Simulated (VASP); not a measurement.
# CdTe (rocksalt type) (Fm-3m) in VASP: a series of runs, part 2 of 3

VASP 6.6.1. The steps go on from the part before.

## Step 3: Single point, PBEsol (volume scaled by 0.55)

Contents of INCAR:

```
SYSTEM = CdTe
ALGO = Normal ; EDIFF = 1E-7
ENCUT = 520 ; GGA = PS
ISIF = 2 ; ISMEAR = -1
LASPH = .True. ; LCHARG = .False.
LREAL = .False. ; LWAVE = .False.
NBANDS = 16 ; NELM = 100
PREC = Accurate ; SIGMA = 0.05
```

Contents of KPOINTS:

```
k-points
0
Gamma
  13 13 13
  0 0 0
```

Contents of POSCAR:

```
CdTe
1.0
    0.0000000000      2.4573777546      2.4573777546
    2.4573777546      0.0000000000      2.4573777546
    2.4573777546      2.4573777546      0.0000000000
Cd Te
1 1
Direct
    0.0000000000      0.0000000000      0.0000000000
    0.5000000000      0.5000000000      0.5000000000
```

Potentials or basis: VASP PAW PBE potentials, release 64 (Cd, Te).

On the command line:

```
$ cat potpaw_PBE.64/Cd/POTCAR potpaw_PBE.64/Te/POTCAR > POTCAR
$ mpirun -np 1 vasp_std > vasp.out
```

OUTCAR:

```text
SYSTEM = CdTe
   EDIFF = 1E-7
   ENCUT = 520
   GGA = PS
   ISIF = 2
   ISMEAR = -1
   LASPH = .True.
   LREAL = .False.
   NELM = 100
   PREC = Accurate

 ion  position               nearest neighbor table
   1  0.000  0.000  0.000-   2 2.46   2 2.46   2 2.46   2 2.46   2 2.46   2 2.46
   2  0.500  0.500  0.500-   1 2.46   1 2.46   1 2.46   1 2.46   1 2.46   1 2.46

  LATTYP: Found a face centered cubic cell.
 ALAT       =     4.9147555092

  Lattice vectors:

 A1 = (   0.0000000000,   2.4573777546,   2.4573777546)
 A2 = (   2.4573777546,   0.0000000000,   2.4573777546)
 A3 = (   2.4573777546,   2.4573777546,   0.0000000000)

Analysis of symmetry for initial positions (statically):
=====================================================================
 Subroutine PRICEL returns:
 Original cell was already a primitive cell.

 Routine SETGRP: Setting up the symmetry group for a
 face centered cubic supercell.

 Subroutine GETGRP returns: Found 48 space group operations
 (whereof 48 operations were pure point group operations)
 out of a pool of 48 trial point group operations.

The static configuration has the point symmetry O_h .

Analysis of symmetry for dynamics (positions and initial velocities):
=====================================================================
 Subroutine PRICEL returns:
 Original cell was already a primitive cell.

 Routine SETGRP: Setting up the symmetry group for a
 face centered cubic supercell.

 Subroutine GETGRP returns: Found 48 space group operations
 (whereof 48 operations were pure point group operations)
 out of a pool of 48 trial point group operations.

The dynamic configuration has the point symmetry O_h .

 Subroutine INISYM returns: Found 48 space group operations
 (whereof 48 operations are pure point group operations),
 and found     1 'primitive' translations

----------------------------------------------------------------------------------------

                                     Primitive cell

  volume of cell :      29.6788

  direct lattice vectors                    reciprocal lattice vectors
     0.000000000  2.457377755  2.457377755    -0.203468921  0.203468921  0.203468921
     2.457377755  0.000000000  2.457377755     0.203468921 -0.203468921  0.203468921
     2.457377755  2.457377755  0.000000000     0.203468921  0.203468921 -0.203468921

  length of vectors
     3.475256948  3.475256948  3.475256948     0.352418509  0.352418509  0.352418509

  position of ions in fractional coordinates (direct lattice)
     0.000000000  0.000000000  0.000000000
     0.500000000  0.500000000  0.500000000

  ion indices of the primitive-cell ions
   primitive index   ion index
                 1           1
                 2           2

----------------------------------------------------------------------------------------

 KPOINTS: k-points

Automatic generation of k-mesh.
 Grid dimensions read from file:
 generate k-points for:   13   13   13

 Generating k-lattice:

  Cartesian coordinates                     Fractional coordinates (reciprocal lattice)
    -0.015651455  0.015651455  0.015651455     0.076923077  0.000000000  0.000000000
     0.015651455 -0.015651455  0.015651455     0.000000000  0.076923077  0.000000000
     0.015651455  0.015651455 -0.015651455     0.000000000  0.000000000  0.076923077

  Length of vectors
     0.027109116  0.027109116  0.027109116

  Shift w.r.t. Gamma in fractional coordinates (k-lattice)
     0.000000000  0.000000000  0.000000000

 Subroutine IBZKPT returns following result:
 ===========================================

 Found     84 irreducible k-points:

 Following reciprocal coordinates:
            Coordinates               Weight
  0.000000  0.000000  0.000000      1.000000
  0.076923  0.000000  0.000000      8.000000
  0.153846  0.000000  0.000000      8.000000
  0.230769  0.000000  0.000000      8.000000
  0.307692  0.000000  0.000000      8.000000
  0.384615  0.000000  0.000000      8.000000
[... 16 lines left out ...]
  0.384615  0.153846  0.000000     24.000000
  0.461538  0.153846  0.000000     24.000000
 [... further k-points ...]
   k-points           NKPTS =     84   k-points in BZ     NKDIM =     84   number of bands    NBANDS=     16
   number of dos      NEDOS =    301   number of ions     NIONS =      2
   total plane-waves  NPLWV =  21952
   dimension x,y,z NGX =    28 NGY =   28 NGZ =   28
   dimension x,y,z NGXF=    56 NGYF=   56 NGZF=   56
   ions per type =               1   1
   NGX,Y,Z   is equivalent  to a cutoff of  13.39, 13.39, 13.39 a.u.
   NGXF,Y,Z  is equivalent  to a cutoff of  26.79, 26.79, 26.79 a.u.
 SYSTEM =  CdTe
   PREC   = accura    normal or accurate (medium, high low for compatibility)
   ISTART =      0    job   : 0-new  1-cont  2-samecut
   ICHARG =      2    charge: 1-file 2-atom 10-const
   ISPIN  =      1    spin polarized calculation?
   LNONCOLLINEAR =      F non collinear calculations
   LSORBIT =      F    spin-orbit coupling
   LASPH  =      T    aspherical Exc in radial PAW
   ENCUT  =  520.0 eV  38.22 Ry    6.18 a.u.   6.46  6.46  6.46*2*pi/ulx,y,z
   NELM   =    100;   NELMIN=  2; NELMDL= -5     # of ELM steps
   EDIFF  = 0.1E-06   stopping-criterion for ELM
   LREAL  =      F    real-space projection
   EDIFFG = 0.1E-05   stopping-criterion for IOM
   NSW    =      0    number of steps for IOM
   IBRION =     -1    ionic relax: 0-MD 1-quasi-New 2-CG
   NFREE  =      0    steps in history (QN), initial steepest desc. (CG)
   ISIF   =      2    stress and relaxation
   ISYM   =      2    0-nonsym 1-usesym 2-fastsym
   POTIM  = 0.5000    time-step for ionic-motion
   TEBEG  =    0.0;   TEEND  =   0.0 temperature during run
   PSTRESS=    0.0 pullay stress
   NELECT =      18.0000    total number of electrons
   NUPDOWN=      -1.0000    fix difference up-down
   EMIN   =  10.00;   EMAX   =-10.00  energy-range for DOS
   EFERMI =   0.00;   METHOD = LEGACY
   ISMEAR =    -1;   SIGMA  =   0.05  broadening in eV -4-tet -1-fermi 0-gaus
   EFERMI_NEDOS =   21; number of points for ismear=-14 and -15
   IALGO  =     38    algorithm
   IMIX   =      4    mixing-type and parameters
     AMIX     =   0.40;   BMIX     =  1.00
     AMIX_MAG =   1.60;   BMIX_MAG =  1.00
  volume/ion in A,a.u.               =      14.84       100.14
  Fermi-wavevector in a.u.,A,eV,Ry     =   1.385746  2.618681 26.127172  1.920293
  Thomas-Fermi vector in A             =   2.510127
   LORBIT       =      0    0 simple, 1 ext, 2 COOP (PROOUT), +10 PAW based schemes
   GGA     = PS    functional components
   LHFCALC =     F    Hartree Fock is set to
   AEXX    =    0.0000 exact exchange contribution
   IVDW    =     0    specifies the selected vdW correction
   LEPSILON=     F    determine dielectric tensor
   LRPA    =     F    only Hartree local field effects (RPA)
 non-spin polarized calculation
  energy-cutoff  :      520.00
  volume of cell :       29.68
 maximum number of plane-waves:       821
 NGX is ok and might be reduce to    28
   NGX = 13   NGY = 13   NGZ = 13

 number of electron      18.0000004 magnetization

 Free energy of the ion-electron system (eV)
  ---------------------------------------------------
  ext. energy  EPLUGINS =         0.00000000
  ---------------------------------------------------
  free energy    TOTEN  =         1.06270178 eV

  energy without entropy =        1.06530951  energy(sigma->0) =        1.06400564

 E-fermi :  13.5139     XC(G=0): -13.2139

 val. band max:       13.4241450266   @ k =  -0.2308   0.2308   0.0000
 cond. band min:      13.5473943504   @ k =   0.4615   0.3077   0.0000
 fundamental gap:      0.1232493238
 Fermi energy:        13.5138968980

 k-point     1 :       0.0000    0.0000    0.0000
  band No.  band energies     occupation
      1      -4.8795      2.00000
      2       1.6550      2.00000
      3       1.6550      2.00000
      4       1.6550      2.00000
      5       1.6731      2.00000
      6       1.6731      2.00000
[... 8 lines left out ...]
     15      22.4670      0.00000
     16      22.4670      0.00000
[... 419 lines left out ...]
 k-point    24 :       0.4615    0.1538    0.0000
  band No.  band energies     occupation
      1      -2.0102      2.00000
      2       0.6332      2.00000
      3       1.0566      2.00000
      4       1.2030      2.00000
      5       2.1547      2.00000
      6       2.1959      2.00000
[... 8 lines left out ...]
     15      26.8530      0.00000
     16      28.0683      0.00000

 [... further k-points ...]

------------------------ aborting loop because EDIFF is reached ----------------------------------------

  FORCE on cell =-STRESS in cart. coord.  units (eV):
  Direction    XX          YY          ZZ          XY          YZ          ZX
  --------------------------------------------------------------------------------------
  -------------------------------------------------------------------------------------
  Total       27.4985005     27.4985005     27.4985005      0.0000000     -0.0000000      0.0000000
  in kB     1484.4782271   1484.4782271   1484.4782271      0.0000000     -0.0000000      0.0000000
  external PRESSURE =    1484.4782271 kB  Pullay stress =       0.0000000 kB

 VOLUME and BASIS-vectors are now :
 -----------------------------------------------------------------------------
  energy-cutoff  :      520.00
  volume of cell :       29.68
      direct lattice vectors                 reciprocal lattice vectors
     0.000000000  2.457377755  2.457377755    -0.203468921  0.203468921  0.203468921
     2.457377755  0.000000000  2.457377755     0.203468921 -0.203468921  0.203468921
     2.457377755  2.457377755  0.000000000     0.203468921  0.203468921 -0.203468921

 POSITION                                       TOTAL-FORCE (eV/Angst)
 -----------------------------------------------------------------------------------
      0.00000      0.00000      0.00000        -0.000000      0.000000     -0.000000
      2.45738      2.45738      2.45738         0.000000      0.000000      0.000000
 -----------------------------------------------------------------------------------
    total drift:                               -0.000000      0.000000      0.000000

  FREE ENERGIE OF THE ION-ELECTRON SYSTEM (eV)
  ---------------------------------------------------
  free  energy   TOTEN  =         1.0627017769 eV

  energy  without entropy=        1.0653095099  energy(sigma->0) =        1.06400564
```

OSZICAR:

```text
N       E                     dE             d eps       ncg     rms          rms(c)
DAV:   1     0.115577790775E+03    0.11558E+03   -0.94782E+03  2792   0.110E+03
DAV:   2     0.336693158877E+01   -0.11221E+03   -0.10685E+03  3208   0.271E+02
DAV:   3     0.586877358048E+00   -0.27801E+01   -0.27756E+01  3416   0.436E+01
DAV:   4     0.574514595923E+00   -0.12363E-01   -0.12362E-01  3312   0.307E+00
DAV:   5     0.574392872121E+00   -0.12172E-03   -0.12172E-03  3472   0.296E-01    0.277E+01
DAV:   6     0.993530500596E+00    0.41914E+00   -0.57861E-01  3376   0.147E+01    0.186E+01
DAV:   7     0.105695582844E+01    0.63425E-01   -0.26953E-01  3248   0.460E+00    0.249E+00
DAV:   8     0.106207831907E+01    0.51225E-02   -0.36090E-02  3048   0.290E+00    0.142E+00
DAV:   9     0.106269807776E+01    0.61976E-03   -0.40688E-03  3352   0.464E-01    0.122E-01
DAV:  10     0.106269845027E+01    0.37251E-06   -0.83881E-05  3440   0.118E-01    0.342E-02
DAV:  11     0.106270179391E+01    0.33436E-05   -0.11171E-05  3184   0.322E-02    0.867E-03
DAV:  12     0.106270154363E+01   -0.25028E-06   -0.10751E-06  3464   0.144E-02    0.518E-03
DAV:  13     0.106270175214E+01    0.20850E-06   -0.16358E-07  2736   0.501E-03    0.573E-04
DAV:  14     0.106270177694E+01    0.24806E-07   -0.14214E-08  1896   0.103E-03
   1 F= 0.10627018E+01 E0= 0.10640056E+01  d E =-.260773E-02
```

stdout:

```text
POSCAR found type information on POSCAR CdTe
 POSCAR found :  2 types and       2 ions
 scaLAPACK will be used
 -----------------------------------------------------------------------------
|                                                                             |
|                                                                             |
|     You enforced a specific xc type in the INCAR file but a different       |
|     I HOPE YOU KNOW WHAT YOU ARE DOING!                                     |
|                                                                             |
 -----------------------------------------------------------------------------

 LDA part: xc-table for (Slater+PW92), standard interpolation
 POSCAR, INCAR and KPOINTS ok, starting setup
 FFT: planning ... GRIDC
 FFT: planning ... GRID_SOFT
 FFT: planning ... GRID
 WAVECAR not read
 entering main loop
```

Run time: 30 s. Hardware: 1 thread of Intel Xeon Platinum 8488C (Sapphire Rapids), shared host; peak memory 0.18 GiB.

What came out:

```yaml
Free_energy: 1.0627 eV
Pressure: 148.4 GPa
Band_gap_on_the_k_mesh: zero (band 9 reaches 14.01 eV, above the bottom of band 10 at 11.91 eV)
```

Caveat: the PAW data sets were made with another functional, which shifts forces and pressure a little; spin-orbit coupling is left out, which moves the levels of the heavy elements.

(Part 2 of 3 ends here.)
